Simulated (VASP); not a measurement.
# H in VASP: a series of runs

H is run at these levels: PBE+D3(BJ); tasks: single point, relaxation of the atoms.

All numbers are computed with VASP 6.6.1; they aren't measurements. Logs are shortened: lines on timing, memory, paths and dates and some standing lists are left out, and cuts for length are marked.

**1. The cell of the first run**

The cell holds an amorphous packing of atoms, 16 atoms: a = 6.214 Å, b = 6.214 Å, c = 6.214 Å, α = 90.00°, β = 90.00°, γ = 90.00°.

**2. Single point, PBE+D3(BJ)**

The input, INCAR:

```
ALGO = Normal ; EDIFF = 1E-6
ENCUT = 520 ; GGA = PE
ISIF = 2 ; ISMEAR = -1
IVDW = 12 ; LASPH = T
LCHARG = F ; LREAL = Auto
LWAVE = F ; NBANDS = 22
NELM = 60 ; PREC = Accurate
SIGMA = 0.05
```

The input, KPOINTS:

```
k-points
0
Gamma
  1 1 1
```

The input, POSCAR:

```
H
1.0
    6.2144650000      0.0000000000      0.0000000000
    0.0000000000      6.2144650000      0.0000000000
    0.0000000000      0.0000000000      6.2144650000
H
16
Direct
    0.4383699434      0.8466217554      0.3817910421
    0.4425116015      0.8530297087      0.2622678687
    0.7611740087      0.5363889162      0.2918254572
    0.8671354104      0.5856929985      0.2624601690
    0.5202609596      0.3670390714      1.0062225568
    0.5585305201      0.3139545184      0.9050326258
    0.1522102308      0.3125863510     -0.0404585056
    0.1128349219      0.2513360063      0.0551255518
    0.4030455595      0.4141989827      0.3524743185
    0.3774584793      0.3310678517      0.2692830779
    0.1567358349      0.9486371947      0.0895832405
    0.1632433500      0.8304987825      0.1054236192
    0.0742062703      0.8744055719      0.7329857784
    0.1031229154      0.9440024811      0.6391205404
    0.4460389487      0.3048845788      0.6160771225
    0.3703137454      0.3814897307      0.6681613370
```

Potentials or basis: VASP PAW PBE potentials, release 64 (H).

Launch:

```
cat potpaw_PBE.64/H/POTCAR > POTCAR
mpirun -np 1 vasp_gam > vasp.out
```

OUTCAR:

```text
EDIFF = 1E-6
   ENCUT = 520
   GGA = PE
   ISIF = 2
   ISMEAR = -1
   IVDW = 12
   LASPH = T
   LREAL = Auto
   NELM = 60
   PREC = Accurate
 IVDW          = 12

 ion  position               nearest neighbor table
   1  0.438  0.847  0.382-   2 0.74
   2  0.443  0.853  0.262-   1 0.74
   3  0.761  0.536  0.292-   4 0.75
   4  0.867  0.586  0.262-   3 0.75
   5  0.520  0.367  0.006-   6 0.75
   6  0.559  0.314  0.905-   5 0.75
[... 8 lines left out ...]
  15  0.446  0.305  0.616-  16 0.74
  16  0.370  0.381  0.668-  15 0.74

  LATTYP: Found a simple cubic cell.
 ALAT       =     6.2144650000

  Lattice vectors:

 A1 = (   6.2144650000,   0.0000000000,   0.0000000000)
 A2 = (   0.0000000000,   6.2144650000,   0.0000000000)
 A3 = (   0.0000000000,   0.0000000000,   6.2144650000)

Analysis of symmetry for initial positions (statically):
=====================================================================
 Subroutine PRICEL returns:
 Original cell was already a primitive cell.

 Routine SETGRP: Setting up the symmetry group for a
 simple cubic supercell.

 Subroutine GETGRP returns: Found  1 space group operations
 (whereof  1 operations were pure point group operations)
 out of a pool of 48 trial point group operations.

The static configuration has the point symmetry C_1 .

Analysis of symmetry for dynamics (positions and initial velocities):
=====================================================================
 Subroutine PRICEL returns:
 Original cell was already a primitive cell.

 Routine SETGRP: Setting up the symmetry group for a
 simple cubic supercell.

 Subroutine GETGRP returns: Found  1 space group operations
 (whereof  1 operations were pure point group operations)
 out of a pool of 48 trial point group operations.

The dynamic configuration has the point symmetry C_1 .

 Subroutine INISYM returns: Found  1 space group operations
 (whereof  1 operations are pure point group operations),
 and found     1 'primitive' translations

----------------------------------------------------------------------------------------

                                     Primitive cell

  volume of cell :     240.0000

  direct lattice vectors                    reciprocal lattice vectors
[... 93 lines left out ...]
   EDIFFG = 0.1E-04   stopping-criterion for IOM
   NSW    =      0    number of steps for IOM
   IBRION =     -1    ionic relax: 0-MD 1-quasi-New 2-CG
   NFREE  =      0    steps in history (QN), initial steepest desc. (CG)
   ISIF   =      2    stress and relaxation
   ISYM   =      2    0-nonsym 1-usesym 2-fastsym
   POTIM  = 0.5000    time-step for ionic-motion
   TEBEG  =    0.0;   TEEND  =   0.0 temperature during run
   PSTRESS=    0.0 pullay stress
   NELECT =      16.0000    total number of electrons
   NUPDOWN=      -1.0000    fix difference up-down
   EMIN   =  10.00;   EMAX   =-10.00  energy-range for DOS
   EFERMI =   0.00;   METHOD = LEGACY
   ISMEAR =    -1;   SIGMA  =   0.05  broadening in eV -4-tet -1-fermi 0-gaus
   EFERMI_NEDOS =   21; number of points for ismear=-14 and -15
   IALGO  =     38    algorithm
   IMIX   =      4    mixing-type and parameters
     AMIX     =   0.40;   BMIX     =  1.00
     AMIX_MAG =   1.60;   BMIX_MAG =  1.00
  volume/ion in A,a.u.               =      15.00       101.22
  Fermi-wavevector in a.u.,A,eV,Ry     =   0.663811  1.254421  5.995339  0.440645
  Thomas-Fermi vector in A             =   1.737305
   LORBIT       =      0    0 simple, 1 ext, 2 COOP (PROOUT), +10 PAW based schemes
   GGA     = PE    functional components
   LHFCALC =     F    Hartree Fock is set to
   AEXX    =    0.0000 exact exchange contribution
   IVDW    =    12    specifies the selected vdW correction
   LEPSILON=     F    determine dielectric tensor
   LRPA    =     F    only Hartree local field effects (RPA)
 non-spin polarized calculation
  energy-cutoff  :      520.00
  volume of cell :      240.00
 maximum number of plane-waves:      3226
 NGX is ok and might be reduce to    48
   NGX = 23   NGY = 23   NGZ = 23

 number of electron      16.0000000 magnetization

 Free energy of the ion-electron system (eV)
  ---------------------------------------------------
  ext. energy  EPLUGINS =         0.00000000
  ---------------------------------------------------
  free energy    TOTEN  =       -53.57175822 eV

  energy without entropy =      -53.57175822  energy(sigma->0) =      -53.57175822

 E-fermi :  -6.9478     XC(G=0):  -4.5414

 val. band max:       -8.1726018050   @ k =   0.0000   0.0000   0.0000
 cond. band min:      -0.0209051867   @ k =   0.0000   0.0000   0.0000
 fundamental gap:      8.1516966182
 Fermi energy:        -6.9478246939

 k-point     1 :       0.0000    0.0000    0.0000
  band No.  band energies     occupation
      1     -11.2949      2.00000
      2     -10.2373      2.00000
      3      -9.3662      2.00000
      4      -9.2173      2.00000
      5      -9.0438      2.00000
      6      -8.6121      2.00000
[... 12 lines left out ...]
     19       3.7278      0.00000
     20       4.6782      0.00000
 [bands above 20 left out]

------------------------ aborting loop because EDIFF is reached ----------------------------------------

 Edisp (eV)   -0.24460

 E8    (eV) :    -0.0437

  FORCE on cell =-STRESS in cart. coord.  units (eV):
  Direction    XX          YY          ZZ          XY          YZ          ZX
  --------------------------------------------------------------------------------------
  -------------------------------------------------------------------------------------
  Total       1.04045     0.82197     2.91668    -0.05909    -0.06901     0.88681
  in kB       6.94574     5.48725    19.47101    -0.39449    -0.46067     5.92009
  external pressure =       10.63 kB  Pullay stress =        0.00 kB

 VOLUME and BASIS-vectors are now :
 -----------------------------------------------------------------------------
  energy-cutoff  :      520.00
  volume of cell :      240.00
      direct lattice vectors                 reciprocal lattice vectors
     6.214465000  0.000000000  0.000000000     0.160914898  0.000000000  0.000000000
     0.000000000  6.214465000  0.000000000     0.000000000  0.160914898  0.000000000
     0.000000000  0.000000000  6.214465000     0.000000000  0.000000000  0.160914898

 POSITION                                       TOTAL-FORCE (eV/Angst)
 -----------------------------------------------------------------------------------
      2.72423      5.26130      2.37263         0.129800     -0.003936      0.215359
      2.74997      5.30112      1.62985         0.136473      0.004677      0.033161
      4.73029      3.33337      1.81354        -0.002467     -0.006868      0.001540
      5.38878      3.63977      1.63105         0.052986      0.029603     -0.007237
      3.23314      2.28095      0.03867         0.128516     -0.013223      0.274836
      3.47097      1.95106      5.62429         0.059074      0.026134      0.098306
[... 8 lines left out ...]
      2.77189      1.89469      3.82859         0.013135     -0.089235     -0.075562
      2.30130      2.37075      4.15227        -0.126386      0.065454      0.130406
 -----------------------------------------------------------------------------------
    total drift:                                0.000259     -0.000103      0.000172

  FREE ENERGIE OF THE ION-ELECTRON SYSTEM (eV)
  ---------------------------------------------------
  free  energy   TOTEN  =       -53.8163592827 eV

  energy  without entropy=      -53.8163592826  energy(sigma->0) =      -53.81635928
```

stdout:

```text
POSCAR found type information on POSCAR H
 POSCAR found :  1 types and      16 ions
 scaLAPACK will be used
 LDA part: xc-table for (Slater+PW92), standard interpolation
 POSCAR, INCAR and KPOINTS ok, starting setup
 FFT: planning ... GRIDC
 FFT: planning ... GRID_SOFT
 FFT: planning ... GRID
 WAVECAR not read
 entering main loop
```

Wall time 11 s (1 thread of Intel Xeon Platinum 8375C at 2.90GHz (Ice Lake), shared host); peak memory 0.28 GiB.

What came out:

- Free energy: -53.8164 eV
- Pressure: 1.1 GPa
- Largest force: 0.304 eV/Å
- Band gap on the k mesh: 8.15 eV
- Dispersion energy per atom: -0.015 eV

Forces in eV/Å, atoms in the order of the input:
```
H    0.130 -0.004  0.215
H    0.136  0.005  0.033
H   -0.002 -0.007  0.002
H    0.053  0.030 -0.007
H    0.129 -0.013  0.275
H    0.059  0.026  0.098
H   -0.052  0.003 -0.088
H   -0.089  0.128 -0.006
H   -0.032 -0.046 -0.110
H    0.033  0.048 -0.266
H   -0.103 -0.017 -0.084
H   -0.121 -0.125 -0.021
H   -0.023 -0.008 -0.039
H   -0.004  0.005 -0.057
H    0.013 -0.089 -0.076
H   -0.126  0.065  0.130
```

Stress tensor (GPa, compression positive):
```
 0.69 -0.04  0.59
-0.04  0.55 -0.05
 0.59 -0.05  1.95
```

Caveat: the k points lie up to 1.01 Å⁻¹ apart.

(Continued in part 2 of 2.)
